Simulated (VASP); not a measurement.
# Si2W (I4/mmm) in VASP: notebook, part 2 of 2

VASP 6.6.1. The steps go on from the part before.

## 6. Single point, PBEsol (strain -0.050 along x and y, -0.025 along z)

File INCAR:

```
SYSTEM = Si2W
PREC = Accurate
ENCUT = 520
EDIFF = 1E-6
ISMEAR = 0
SIGMA = 0.15
LREAL = .FALSE.
LASPH = .TRUE.
NELM = 100
ALGO = Normal
ISIF = 2
LWAVE = .FALSE.
LCHARG = .TRUE.
GGA = PS
LELF = .TRUE.
LVHAR = .TRUE.
NBANDS = 18
```

File KPOINTS:

```
Automatic mesh
0
G
  20 20 20
  0 0 0
```

File POSCAR:

```
Si2W
1.0
   -1.5211872920      1.5211872920      3.8101696078
    1.5211872920     -1.5211872920      3.8101696078
    1.5211872920      1.5211872920     -3.8101696078
Si W
2 1
Direct
    0.3344989450      0.3344989450      0.0000000000
    0.6655010550      0.6655010550      0.0000000000
    0.0000000000      0.0000000000      0.0000000000
```

Potentials or basis: VASP PAW PBE potentials, release 64 (Si, W_sv).

On the command line:

```console
$ cat potpaw_PBE.64/Si/POTCAR potpaw_PBE.64/W_sv/POTCAR > POTCAR
$ mpirun -np 1 vasp_std > vasp.out
```

OUTCAR:

```text
SYSTEM = Si2W
   PREC = Accurate
   ENCUT = 520
   EDIFF = 1E-6
   ISMEAR = 0
   LREAL = .FALSE.
   LASPH = .TRUE.
   NELM = 100
   ISIF = 2
   GGA = PS

 ion  position               nearest neighbor table
   1  0.334  0.334  0.000-   3 2.49   3 2.49   3 2.49   3 2.49   2 2.51   2 2.51   2 2.51   2 2.51
                             2 2.52   3 2.55
   2  0.666  0.666  0.000-   3 2.49   3 2.49   3 2.49   3 2.49   1 2.51   1 2.51   1 2.51   1 2.51
                             1 2.52   3 2.55
   3  0.000  0.000  0.000-   2 2.49   2 2.49   2 2.49   1 2.49   2 2.49   1 2.49   1 2.49   1 2.49
                             1 2.55   2 2.55

  LATTYP: Found a body centered tetragonal cell.
 ALAT       =     3.0423745840
 C/A-ratio  =     2.5047340507

  Lattice vectors:

 A1 = (  -1.5211872920,   1.5211872920,   3.8101696078)
 A2 = (   1.5211872920,  -1.5211872920,   3.8101696078)
 A3 = (   1.5211872920,   1.5211872920,  -3.8101696078)

Analysis of symmetry for initial positions (statically):
=====================================================================
 Subroutine PRICEL returns:
 Original cell was already a primitive cell.

 Routine SETGRP: Setting up the symmetry group for a
 body centered tetragonal supercell.

 Subroutine GETGRP returns: Found 16 space group operations
 (whereof 16 operations were pure point group operations)
 out of a pool of 16 trial point group operations.

The static configuration has the point symmetry D_4h.

Analysis of symmetry for dynamics (positions and initial velocities):
=====================================================================
 Subroutine PRICEL returns:
 Original cell was already a primitive cell.

 Routine SETGRP: Setting up the symmetry group for a
 body centered tetragonal supercell.

 Subroutine GETGRP returns: Found 16 space group operations
 (whereof 16 operations were pure point group operations)
 out of a pool of 16 trial point group operations.

[... 115 lines left out ...]
   EMIN   =  10.00;   EMAX   =-10.00  energy-range for DOS
   EFERMI =   0.00;   METHOD = LEGACY
   ISMEAR =     0;   SIGMA  =   0.15  broadening in eV -4-tet -1-fermi 0-gaus
   EFERMI_NEDOS =   21; number of points for ismear=-14 and -15
   IALGO  =     38    algorithm
   IMIX   =      4    mixing-type and parameters
     AMIX     =   0.40;   BMIX     =  1.00
     AMIX_MAG =   1.60;   BMIX_MAG =  1.00
  volume/ion in A,a.u.               =      11.76        79.33
  Fermi-wavevector in a.u.,A,eV,Ry     =   1.398811  2.643370 26.622157  1.956673
  Thomas-Fermi vector in A             =   2.521933
   LORBIT       =      0    0 simple, 1 ext, 2 COOP (PROOUT), +10 PAW based schemes
   GGA     = PS    functional components
   LHFCALC =     F    Hartree Fock is set to
   AEXX    =    0.0000 exact exchange contribution
   IVDW    =     0    specifies the selected vdW correction
   LEPSILON=     F    determine dielectric tensor
   LRPA    =     F    only Hartree local field effects (RPA)
 non-spin polarized calculation
 Gauss-broadening in eV      SIGMA  =   0.15
  energy-cutoff  :      520.00
  volume of cell :       35.27
 maximum number of plane-waves:       965
 NGX is ok and might be reduce to    36
   NGX = 17   NGY = 17   NGZ = 17

 number of electron      22.0000001 magnetization

 Free energy of the ion-electron system (eV)
  ---------------------------------------------------
  ext. energy  EPLUGINS =         0.00000000
  ---------------------------------------------------
  free energy    TOTEN  =       -26.08408441 eV

  energy without entropy =      -26.08133861  energy(sigma->0) =      -26.08271151

 E-fermi :  13.9857     XC(G=0): -13.2717

 val. band max:       13.9702815416   @ k =  -0.4000  -0.4000   0.3500
 cond. band min:      13.9897893762   @ k =  -0.4000   0.5000   0.3000
 fundamental gap:      0.0195078346
 Fermi energy:        13.9856871078

 k-point     1 :       0.0000    0.0000    0.0000
  band No.  band energies     occupation
      1     -59.5567      2.00000
      2     -24.0038      2.00000
      3     -23.8533      2.00000
      4     -23.8533      2.00000
      5      -1.3307      2.00000
      6       6.0557      2.00000
[... 481 lines left out ...]
      5       1.0950      2.00000
      6       5.3876      2.00000
[... 10 lines left out ...]
     17      22.1115      0.00000
     18      23.5500      0.00000

 [... further k-points ...]
[... 5 lines left out ...]
  --------------------------------------------------------------------------------------
  -------------------------------------------------------------------------------------
  Total        9.4288630      9.4288630      7.3268947      0.0000000      0.0000000      0.0000000
  in kB      428.3514414    428.3514414    332.8594202      0.0000000      0.0000000      0.0000000
  external PRESSURE =     396.5207677 kB  Pullay stress =       0.0000000 kB

 VOLUME and BASIS-vectors are now :
 -----------------------------------------------------------------------------
  energy-cutoff  :      520.00
  volume of cell :       35.27
      direct lattice vectors                 reciprocal lattice vectors
    -1.521187292  1.521187292  3.810169608     0.000000000  0.328690624  0.131227754
     1.521187292 -1.521187292  3.810169608     0.328690624  0.000000000  0.131227754
     1.521187292  1.521187292 -3.810169608     0.328690624  0.328690624  0.000000000

 POSITION                                       TOTAL-FORCE (eV/Angst)
 -----------------------------------------------------------------------------------
      0.00000      0.00000      2.54900         0.000000      0.000000     -0.436131
      0.00000      0.00000      5.07134        -0.000000     -0.000000      0.436131
      0.00000      0.00000      0.00000        -0.000000     -0.000000     -0.000000
 -----------------------------------------------------------------------------------
    total drift:                                0.000000     -0.000000      0.000000

  FREE ENERGIE OF THE ION-ELECTRON SYSTEM (eV)
  ---------------------------------------------------
  free  energy   TOTEN  =       -26.0840844075 eV

  energy  without entropy=      -26.0813386127  energy(sigma->0) =      -26.08271151
```

Run time: 20 min. Hardware: 1 thread of AMD EPYC 7R13, shared host; peak memory 0.48 GiB.

Results:

* Free energy: -26.0841 eV
* Pressure: 39.7 GPa
* Largest force: 0.436 eV/Å
* Band gap on the k mesh: zero (band 11 reaches 14.99 eV, above the bottom of band 12 at 13.35 eV)

Forces on the atoms (eV/Å):
```
Si   0.000  0.000 -0.436
Si   0.000  0.000  0.436
W    0.000  0.000  0.000
```

Stress tensor (GPa, compression positive):
```
42.84  0.00  0.00
 0.00 42.84  0.00
 0.00  0.00 33.29
```

Caveat: the cell differs from its parent crystal (strain -0.050 along x and y, -0.025 along z); the PAW data sets were made with another functional, which shifts forces and pressure a little; spin-orbit coupling is left out, which moves the levels of the heavy elements.

## 7. Overview

```tsv
cell	gap on the mesh (eV)	pressure (GPa)	largest force (eV/Å)
a = 4.409 Å, angles 135.2, 135.2, 65.3°, 3 atoms	none	-5.2	0.14
a = 4.687 Å, angles 140.0, 140.0, 57.8°, 3 atoms	none	-10.2	0.18
a = 4.545 Å, angles 137.7, 137.7, 61.4°, 3 atoms	none	-9.6	0.10
a = 4.291 Å, angles 138.5, 138.5, 60.2°, 3 atoms	none	51.2	0.48
a = 4.376 Å, angles 139.3, 139.3, 58.9°, 3 atoms	none	39.7	0.44
```

Alike in all rows: task single point; level PBEsol; potentials or basis VASP PAW PBE potentials, release 64 (Si, W_sv); no spin polarisation; k mesh 20 × 20 × 20; cutoff (eV) 520; smearing gaussian 0.15 eV.

Caveats: the PAW data sets were made with another functional, which shifts forces and pressure a little; spin-orbit coupling is left out, which moves the levels of the heavy elements.

Absolute energies hang on the potentials; compare differences alone.
